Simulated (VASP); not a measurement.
# Mg3Te (P6/mmm) in VASP: a series of runs

The runs below take Mg3Te through relaxation of cell and atoms, single point, with PBE.

Program: VASP 6.6.1. These are calculated values, not measurements. Logs are shortened: lines on timing, memory, paths and dates and some standing lists are left out, and cuts for length are marked.

## Step 1: The cell of the first run

The structure is hexagonal, space group P6/mmm (No. 191). Conventional cell: a = 4.616 Å, b = 4.616 Å, c = 10.272 Å, α = 90.00°, β = 90.00°, γ = 120.00°. Mg (site symmetry 3m) has 7 Mg at 2.66 to 3.01 Å and 3 Te at 2.85 Å within 3.5 Å. Within 3.2 Å of Mg (site symmetry 6/mmm) lie 2 Te at 2.40 Å and 12 Mg at 3.01 Å. Mg (site symmetry 6/mmm) has 2 Te at 2.74 Å within 3.6 Å. Te (site symmetry 6mm) has 8 Mg at 2.40 to 2.85 Å within 3.2 Å.

## Step 2: Relaxation of cell and atoms, PBE

Contents of INCAR:

```
SYSTEM = Mg3Te
ALGO = Normal
EDIFF = 1E-6
EDIFFG = -0.04
ENCUT = 600
GGA = PE
IBRION = 2
ISIF = 3
ISMEAR = 0
LASPH = .TRUE.
LCHARG = .FALSE.
LREAL = .FALSE.
LWAVE = .FALSE.
NELM = 100
NSW = 90
PREC = Accurate
SIGMA = 0.1
```

Contents of KPOINTS:

```
k-points
0
G
  6 6 2
  0 0 0
```

Contents of POSCAR:

```
Mg3Te
1.0
    4.6157288600      0.0000000000      0.0000000000
   -2.3078644300      3.9973384500      0.0000000000
    0.0000000000      0.0000000000     10.2724522400
Mg Te
6 2
Direct
    0.3333333300      0.6666666700      0.1357106100
    0.3333333300      0.6666666700      0.8642893900
    0.6666666700      0.3333333300      0.8642893900
    0.6666666700      0.3333333300      0.1357106100
    0.0000000000      0.0000000000      0.0000000000
    0.0000000000      0.0000000000      0.5000000000
    0.0000000000      0.0000000000      0.2336746100
    0.0000000000      0.0000000000      0.7663253900
```

Potentials or basis: VASP PAW PBE potentials, release 64 (Mg, Te).

Launch:

```bash
$ cat potpaw_PBE.64/Mg/POTCAR potpaw_PBE.64/Te/POTCAR > POTCAR
$ mpirun -np 1 vasp_std > vasp.out
```

OUTCAR:

```text
SYSTEM = Mg3Te
   EDIFF = 1E-6
   EDIFFG = -0.04
   ENCUT = 600
   GGA = PE
   IBRION = 2
   ISIF = 3
   ISMEAR = 0
   LASPH = .TRUE.
   LREAL = .FALSE.
   NELM = 100
   NSW = 90
   PREC = Accurate

 ion  position               nearest neighbor table
   1  0.333  0.667  0.136-   4 2.66   4 2.66   4 2.66   2 2.79   7 2.85   7 2.85   7 2.85   5 3.01
                             5 3.01   5 3.01
   2  0.333  0.667  0.864-   3 2.66   3 2.66   3 2.66   1 2.79   8 2.85   8 2.85   8 2.85   5 3.01
                             5 3.01   5 3.01
   3  0.667  0.333  0.864-   2 2.66   2 2.66   2 2.66   4 2.79   8 2.85   8 2.85   8 2.85   5 3.01
                             5 3.01   5 3.01
   4  0.667  0.333  0.136-   1 2.66   1 2.66   1 2.66   3 2.79   7 2.85   7 2.85   7 2.85   5 3.01
                             5 3.01   5 3.01
   5  0.000  0.000  0.000-   7 2.40   8 2.40   3 3.01   4 3.01   1 3.01   2 3.01   3 3.01   4 3.01
                             1 3.01   2 3.01   3 3.01   4 3.01   1 3.01   2 3.01
   6  0.000  0.000  0.500-   7 2.74   8 2.74
   7  0.000  0.000  0.234-   5 2.40   6 2.74   1 2.85   4 2.85   4 2.85   1 2.85   4 2.85   1 2.85

   8  0.000  0.000  0.766-   5 2.40   6 2.74   2 2.85   3 2.85   3 2.85   2 2.85   3 2.85   2 2.85

  LATTYP: Found a hexagonal cell.
 ALAT       =     4.6157288600
 C/A-ratio  =     2.2255319911

  Lattice vectors:

 A1 = (   4.6157288600,   0.0000000000,   0.0000000000)
 A2 = (  -2.3078644300,   3.9973384500,   0.0000000000)
 A3 = (   0.0000000000,   0.0000000000,  10.2724522400)

Analysis of symmetry for initial positions (statically):
=====================================================================
 Subroutine PRICEL returns:
 Original cell was already a primitive cell.

 Routine SETGRP: Setting up the symmetry group for a
 hexagonal supercell.

 Subroutine GETGRP returns: Found 24 space group operations
 (whereof 24 operations were pure point group operations)
 out of a pool of 24 trial point group operations.

The static configuration has the point symmetry D_6h.

Analysis of symmetry for dynamics (positions and initial velocities):
=====================================================================
 Subroutine PRICEL returns:
 Original cell was already a primitive cell.

 Routine SETGRP: Setting up the symmetry group for a
 hexagonal supercell.

 Subroutine GETGRP returns: Found 24 space group operations
 (whereof 24 operations were pure point group operations)
 out of a pool of 24 trial point group operations.

The dynamic configuration has the point symmetry D_6h.

 Subroutine INISYM returns: Found 24 space group operations
 (whereof 24 operations are pure point group operations),
 and found     1 'primitive' translations

----------------------------------------------------------------------------------------

                                     Primitive cell

  volume of cell :     189.5332

  direct lattice vectors                    reciprocal lattice vectors
     4.615728860  0.000000000  0.000000000     0.216650507  0.125083229  0.000000000
    -2.307864430  3.997338450  0.000000000     0.000000000  0.250166458  0.000000000
     0.000000000  0.000000000 10.272452240     0.000000000  0.000000000  0.097347739

  length of vectors
     4.615728860  4.615728860 10.272452240     0.250166458  0.250166458  0.097347739

  position of ions in fractional coordinates (direct lattice)
     0.333333330  0.666666670  0.135710610
     0.333333330  0.666666670  0.864289390
     0.666666670  0.333333330  0.864289390
     0.666666670  0.333333330  0.135710610
     0.000000000  0.000000000  0.000000000
     0.000000000  0.000000000  0.500000000
     0.000000000  0.000000000  0.233674610
     0.000000000  0.000000000  0.766325390

  ion indices of the primitive-cell ions
   primitive index   ion index
                 1           1
                 2           2
                 3           3
                 4           4
                 5           5
                 6           6
                 7           7
[... 49 lines left out ...]
   IMIX   =      4    mixing-type and parameters
     AMIX     =   0.40;   BMIX     =  1.00
     AMIX_MAG =   1.60;   BMIX_MAG =  1.00
  volume/ion in A,a.u.               =      23.69       159.88
  Fermi-wavevector in a.u.,A,eV,Ry     =   0.822085  1.553516  9.195143  0.675824
  Thomas-Fermi vector in A             =   1.933358
   LORBIT       =      0    0 simple, 1 ext, 2 COOP (PROOUT), +10 PAW based schemes
   GGA     = PE    functional components
   LHFCALC =     F    Hartree Fock is set to
   AEXX    =    0.0000 exact exchange contribution
   IVDW    =     0    specifies the selected vdW correction
   LEPSILON=     F    determine dielectric tensor
   LRPA    =     F    only Hartree local field effects (RPA)
 conjugate gradient relaxation of ions
 non-spin polarized calculation
 Gauss-broadening in eV      SIGMA  =   0.10
  energy-cutoff  :      600.00
  volume of cell :      189.53
 maximum number of plane-waves:      6340
 NGX is ok and might be reduce to    40
   NGX = 19   NGY = 19   NGZ = 41

--------------------------------------- Ionic step        1  -------------------------------------------

 number of electron      24.0000000 magnetization

 Free energy of the ion-electron system (eV)
  ---------------------------------------------------
  ext. energy  EPLUGINS =         0.00000000
  ---------------------------------------------------
  free energy    TOTEN  =       -10.74659919 eV

  energy without entropy =      -10.71312358  energy(sigma->0) =      -10.72986138

------------------------ aborting loop because EDIFF is reached ----------------------------------------

  FORCE on cell =-STRESS in cart. coord.  units (eV):
  Direction    XX          YY          ZZ          XY          YZ          ZX
  --------------------------------------------------------------------------------------
  -------------------------------------------------------------------------------------
  Total       18.5089230     18.5089230     26.6607246      0.0000000      0.0000000     -0.0000000
  in kB      156.4611035    156.4611035    225.3705633      0.0000000      0.0000000     -0.0000000
  external PRESSURE =     179.4309235 kB  Pullay stress =       0.0000000 kB
[... 107 lines left out ...]
  FREE ENERGIE OF THE ION-ELECTRON SYSTEM (eV)
  ---------------------------------------------------
  free  energy   TOTEN  =       -14.7177429256 eV

  energy  without entropy=      -14.6827207571  energy(sigma->0) =      -14.70023184

[... ionic steps 4 to 22 ...]

--------------------------------------- Ionic step       23  -------------------------------------------

 number of electron      24.0000000 magnetization

------------------------ aborting loop because EDIFF is reached ----------------------------------------

  FORCE on cell =-STRESS in cart. coord.  units (eV):
  Direction    XX          YY          ZZ          XY          YZ          ZX
  --------------------------------------------------------------------------------------
  -------------------------------------------------------------------------------------
  Total        0.0574708      0.0574708      0.7654560      0.0000000     -0.0000000      0.0000000
  in kB        0.3505266      0.3505266      4.6686754      0.0000000     -0.0000000      0.0000000
  external PRESSURE =       1.7899095 kB  Pullay stress =       0.0000000 kB
[... 69 lines left out ...]
  energy  without entropy=      -14.9555203968  energy(sigma->0) =      -14.96304572

--------------------------------------- Ionic step       25  -------------------------------------------

 number of electron      24.0000000 magnetization

 Free energy of the ion-electron system (eV)
  ---------------------------------------------------
  ext. energy  EPLUGINS =         0.00000000
  ---------------------------------------------------
  free energy    TOTEN  =       -14.97109551 eV

  energy without entropy =      -14.95603331  energy(sigma->0) =      -14.96356441

 E-fermi :   2.3280     XC(G=0):  -7.5308

 val. band max:        2.3267366661   @ k =   0.5000   0.0000   0.5000
 cond. band min:       2.3686695614   @ k =   0.5000   0.0000   0.5000
 fundamental gap:      0.0419328953
 Fermi energy:         2.3279843610

 k-point     1 :       0.0000    0.0000    0.0000
  band No.  band energies     occupation
      1      -8.8951      2.00000
      2      -8.8289      2.00000
      3      -3.9057      2.00000
      4      -2.2799      2.00000
      5      -1.2613      2.00000
      6       0.4586      2.00000
[... 9 lines left out ...]
     16       4.0173      0.00000
     17       4.3772      0.00000
[... 293 lines left out ...]
  FREE ENERGIE OF THE ION-ELECTRON SYSTEM (eV)
  ---------------------------------------------------
  free  energy   TOTEN  =       -14.9710955087 eV

  energy  without entropy=      -14.9560333142  energy(sigma->0) =      -14.96356441

 reached required accuracy - stopping structural energy minimisation
```

It took 9.4 min on 1 thread of Intel Xeon 6975P-C (Granite Rapids), shared host; peak memory 0.4 GiB.

Results:

```yaml
Free_energy: -14.9711 eV
Relaxed_volume: 33.07 Å³/atom
Relaxed_cell: a = 4.960 Å, b = 4.960 Å, c = 12.413 Å, α = 90.00°, β = 90.00°, γ = 120.00°
Space_group_after_relaxing_to_0.05_Å: P6/mmm (No. 191)
Energy_gained_by_relaxing: 528.1 meV/atom
Ionic_steps: 25
Pressure_after_relaxing: 0.0 GPa
Largest_force_after_relaxing: 0.038 eV/Å
Band_gap_on_the_k_mesh: zero (band 12 reaches 3.18 eV, above the bottom of band 13 at 2.06 eV)
```

Forces on the atoms (eV/Å):
```
Mg   0.000  0.000 -0.013
Mg   0.000  0.000  0.013
Mg   0.000  0.000  0.013
Mg   0.000  0.000 -0.013
Mg   0.000  0.000  0.000
Mg   0.000  0.000  0.000
Te   0.000  0.000 -0.038
Te   0.000  0.000  0.038
```

Stress tensor (GPa, compression positive):
```
-0.10  0.00  0.00
 0.00 -0.10  0.00
 0.00  0.00  0.16
```

Step by step:
| step | energy change (eV) | largest force (eV/Å) | pressure (GPa) | volume (Å³) |
| --- | --- | --- | --- | --- |
| 1 | 0.0000 | 4.0269 | 17.94 | 189.53 |
| 2 | -3.9705 | 0.4952 | -0.23 | 271.86 |
| 3 | -3.9711 | 0.4782 | -0.36 | 273.40 |
| 4 | -4.0176 | 0.4675 | -0.28 | 271.23 |
| 5 | -4.1206 | 0.2718 | 0.15 | 264.78 |
| 6 | -3.9979 | 0.4651 | 1.89 | 252.18 |
| 7 | -4.1374 | 0.1697 | 0.42 | 261.95 |
| 8 | -4.1393 | 0.1203 | 0.57 | 260.67 |
| 9 | -4.1730 | 0.0819 | 0.08 | 265.75 |
| 10 | -4.1768 | 0.0739 | -0.15 | 268.31 |
| 11 | -4.1820 | 0.0686 | -0.05 | 266.76 |
| 12 | -4.1858 | 0.0757 | 0.13 | 264.03 |
| 13 | -4.1918 | 0.0751 | 0.00 | 265.45 |
| 14 | -4.2062 | 0.1095 | -0.40 | 269.71 |
| 15 | -4.1625 | 0.0739 | -1.10 | 278.26 |
| 16 | -4.2085 | 0.0861 | -0.51 | 270.97 |
| 17 | -4.2096 | 0.0773 | -0.52 | 270.96 |
| 18 | -4.2120 | 0.0482 | -0.54 | 270.93 |
| 19 | -4.2127 | 0.0185 | -0.55 | 270.87 |
| 20 | -4.2131 | 0.0105 | -0.55 | 270.89 |
| 21 | -4.2157 | 0.0109 | -0.48 | 270.07 |
| 22 | -4.2215 | 0.0193 | -0.27 | 267.59 |
| 23 | -4.2229 | 0.0696 | 0.18 | 262.69 |
| 24 | -4.2240 | 0.0482 | -0.02 | 264.70 |
| 25 | -4.2245 | 0.0377 | -0.01 | 264.53 |

Final structure:
```xyz
8
Lattice="4.9605 0.0000 0.0000 -2.4802 4.2959 0.0000 0.0000 0.0000 12.4134" Properties=species:S:1:pos:R:3 pbc="T T T"
Mg    0.0000    2.8639    1.6284
Mg    0.0000    2.8639   10.7850
Mg    2.4802    1.4320   10.7850
Mg    2.4802    1.4320    1.6284
Mg    0.0000    0.0000    0.0000
Mg    0.0000    0.0000    6.2067
Te    0.0000    0.0000    3.5133
Te    0.0000    0.0000    8.9001
```

Levels at points of the mesh, in eV from the Fermi level:
```
           k point  band 9  band 10  band 11  band 12  band 13  band 14  band 15  band 16
(0.00, 0.00, 0.00)   -1.77    -0.94    -0.33     0.85     0.85     1.14     1.67     1.69
(0.50, 0.00, 0.00)   -2.48    -2.30    -0.33    -0.19    -0.07    -0.04     0.81     1.29
(0.00, 0.00, 0.50)   -1.82    -1.82     0.27     0.86     0.86     1.36     1.60     1.74
(0.50, 0.00, 0.50)   -2.36    -2.01    -0.76    -0.74     0.00     0.04     1.29     1.79
```

Caveat: the volume moved by over 15 % at a fixed basis, so the end points are rough; spin-orbit coupling is left out, which moves the levels of the heavy elements.

## Step 3: Single point, PBE

This run uses another cell than the first one, of 33.20 Å³/atom, 1.401 times its volume.

Contents of INCAR:

```
PREC = Accurate ; ENCUT = 520
EDIFF = 1E-6 ; ISMEAR = 0
SIGMA = 0.1 ; LREAL = F
LASPH = T ; NELM = 80
ALGO = Fast ; ISIF = 2
LWAVE = F ; LCHARG = F
GGA = PE ; NBANDS = 22
```

Contents of KPOINTS:

```
Automatic mesh
0
Gamma
  12 12 4
```

Contents of POSCAR:

```
Mg3Te
1.0
    4.9916524221      0.0000000000      0.0000000000
   -2.4958262111      4.3228978044      0.0000000000
    0.0000000000      0.0000000000     12.3086045619
Mg Te
6 2
Direct
    0.3333333333      0.6666666667      0.1271723034
    0.3333333333      0.6666666667      0.8728276966
    0.6666666667      0.3333333333      0.8728276966
    0.6666666667      0.3333333333      0.1271723034
    0.0000000000      0.0000000000      0.0000000000
    0.0000000000      0.0000000000      0.5000000000
    0.0000000000      0.0000000000      0.2808095081
    0.0000000000      0.0000000000      0.7191904919
```

Potentials or basis: VASP PAW PBE potentials, release 64 (Mg, Te).

Launch:

```bash
$ cat potpaw_PBE.64/Mg/POTCAR potpaw_PBE.64/Te/POTCAR > POTCAR
$ mpirun -np 1 vasp_std > vasp.out
```

Run time: 3.1 min. Hardware: 1 thread of Intel Xeon 6975P-C (Granite Rapids), shared host; peak memory 0.58 GiB.

Results (log left out):

| Property | Result |
| --- | --- |
| Free energy | -14.9826 eV |
| Pressure | 0.0 GPa |
| Largest force | 0.008 eV/Å |
| Band gap on the k mesh | zero (band 12 reaches 3.06 eV, above the bottom of band 13 at 1.81 eV) |

Forces in eV/Å, atoms in the order of the input:
```
Mg   0.000  0.000 -0.006
Mg   0.000  0.000  0.006
Mg   0.000  0.000  0.006
Mg   0.000  0.000 -0.006
Mg   0.000  0.000  0.000
Mg   0.000  0.000  0.000
Te   0.000  0.000 -0.008
Te   0.000  0.000  0.008
```

Levels at points of the mesh, in eV from the Fermi level:
```tsv
k point	band 9	band 10	band 11	band 12	band 13	band 14	band 15	band 16
(0.00, 0.00, 0.00)	-1.76	-0.88	-0.26	0.77	0.77	1.09	1.59	1.59
(0.50, 0.00, 0.00)	-2.48	-2.28	-0.21	-0.13	-0.12	-0.08	0.86	1.31
(0.00, 0.00, 0.50)	-1.82	-1.82	0.29	0.77	0.77	1.34	1.67	1.67
(0.50, 0.00, 0.50)	-2.33	-2.01	-0.69	-0.65	-0.05	0.03	1.30	1.84
```

Caveat: spin-orbit coupling is left out, which moves the levels of the heavy elements.

## Step 4: Relaxation of cell and atoms, PBE

This run uses another cell than the first one, of 32.88 Å³/atom, 1.388 times its volume.

Contents of INCAR:

```
  PREC = Accurate
  ENCUT = 600
  EDIFF = 1E-6
  ISMEAR = 0
  SIGMA = 0.1
  LREAL = False
  LASPH = True
  NELM = 100
  ALGO = Fast
  ISIF = 3
  LWAVE = False
  LCHARG = False
  GGA = PE
  IBRION = 2
  NSW = 100
  EDIFFG = -0.01
```

Contents of KPOINTS:

```
regular mesh
0
Gamma
  12 12 4
```

Contents of POSCAR:

```
Mg3Te
1.0
    4.9481384483      0.0000000000      0.0000000000
   -2.4740692242      4.2852135977      0.0000000000
    0.0000000000      0.0000000000     12.4035267185
Mg Te
6 2
Direct
    0.3333333333      0.6666666667      0.1311548956
    0.3333333333      0.6666666667      0.8688451044
    0.6666666667      0.3333333333      0.8688451044
    0.6666666667      0.3333333333      0.1311548956
    0.0000000000      0.0000000000      0.0000000000
    0.0000000000      0.0000000000      0.5000000000
    0.0000000000      0.0000000000      0.2821832634
    0.0000000000      0.0000000000      0.7178167366
```

Launch:

```bash
$ cat potpaw_PBE.64/Mg/POTCAR potpaw_PBE.64/Te/POTCAR > POTCAR
$ mpirun -np 1 vasp_std > vasp.out
```

Wall time 15 min (1 thread of Intel Xeon 6975P-C (Granite Rapids), shared host); peak memory 0.64 GiB.

Results (log left out):

```yaml
Free_energy: -14.9829 eV
Relaxed_volume: 33.12 Å³/atom
Relaxed_cell: a = 4.986 Å, b = 4.986 Å, c = 12.306 Å, α = 90.00°, β = 90.00°, γ = 120.00°
Space_group_after_relaxing_to_0.05_Å: P6/mmm (No. 191)
Energy_gained_by_relaxing: 1.6 meV/atom
Ionic_steps: 9
Pressure_after_relaxing: 0.0 GPa
Largest_force_after_relaxing: 0.005 eV/Å
Band_gap_on_the_k_mesh: zero (band 12 reaches 3.07 eV, above the bottom of band 13 at 1.82 eV)
```

Forces on the atoms (eV/Å):
```
Mg   0.000  0.000  0.000
Mg   0.000  0.000  0.000
Mg   0.000  0.000  0.000
Mg   0.000  0.000  0.000
Mg   0.000  0.000  0.000
Mg   0.000  0.000  0.000
Te   0.000  0.000  0.005
Te   0.000  0.000 -0.005
```

Step by step:
```csv
step,energy change (eV),largest force (eV/Å),pressure (GPa),volume (Å³)
1,0.0000,0.0837,0.09,263.00
2,-0.0025,0.0793,0.06,263.67
3,-0.0065,0.0629,-0.04,265.69
4,-0.0066,0.0718,-0.05,266.12
5,-0.0090,0.0604,-0.06,266.06
6,-0.0122,0.0303,-0.05,265.88
7,-0.0125,0.0221,0.05,264.68
8,-0.0125,0.0242,0.03,264.87
9,-0.0126,0.0049,0.00,264.99
```

Final structure:
```
Mg Te
1.0
     4.98634    0.00000    0.00000
    -2.49317    4.31830    0.00000
     0.00000    0.00000   12.30629
Mg Te
6 2
Direct
  0.33333 0.66667 0.12690
  0.33333 0.66667 0.87310
  0.66667 0.33333 0.87310
  0.66667 0.33333 0.12690
  0.00000 0.00000 0.00000
  0.00000 0.00000 0.50000
  0.00000 0.00000 0.28051
  0.00000 0.00000 0.71949
```

Levels at points of the mesh, in eV from the Fermi level:
```tsv
k point	band 9	band 10	band 11	band 12	band 13	band 14	band 15	band 16
(0.00, 0.00, 0.00)	-1.77	-0.88	-0.26	0.76	0.76	1.08	1.59	1.59
(0.50, 0.00, 0.00)	-2.48	-2.28	-0.20	-0.13	-0.13	-0.08	0.85	1.31
(0.00, 0.00, 0.50)	-1.82	-1.82	0.30	0.76	0.76	1.33	1.66	1.66
(0.50, 0.00, 0.50)	-2.34	-2.01	-0.69	-0.65	-0.06	0.03	1.29	1.84
```

Caveat: spin-orbit coupling is left out, which moves the levels of the heavy elements.

## Step 5: Summary

```tsv
task	cell	k mesh	cutoff (eV)	gap on the mesh (eV)	pressure (GPa)	relaxed volume (Å³/atom)	largest force (eV/Å)
relaxation of cell and atoms	relaxed from a = 4.616, b = 4.616, c = 10.272 Å, angles 90.0, 90.0, 120.0°, 8 atoms	6 × 6 × 2	600	none	0.0	33.07	0.04
single point	a = 4.992, b = 4.992, c = 12.309 Å, angles 90.0, 90.0, 120.0°, 8 atoms	12 × 12 × 4	520	none	0.0	-	0.01
relaxation of cell and atoms	relaxed from a = 4.948, b = 4.948, c = 12.404 Å, angles 90.0, 90.0, 120.0°, 8 atoms	12 × 12 × 4	600	none	0.0	33.12	-
```

Alike in all rows: level PBE; potentials or basis VASP PAW PBE potentials, release 64 (Mg, Te); no spin polarisation; smearing gaussian 0.1 eV.

Caveats: spin-orbit coupling is left out, which moves the levels of the heavy elements; the volume moved by over 15 % at a fixed basis, so the end points are rough (some runs).

Total energies depend on the potentials used, so only differences within one code and one set of settings carry meaning.
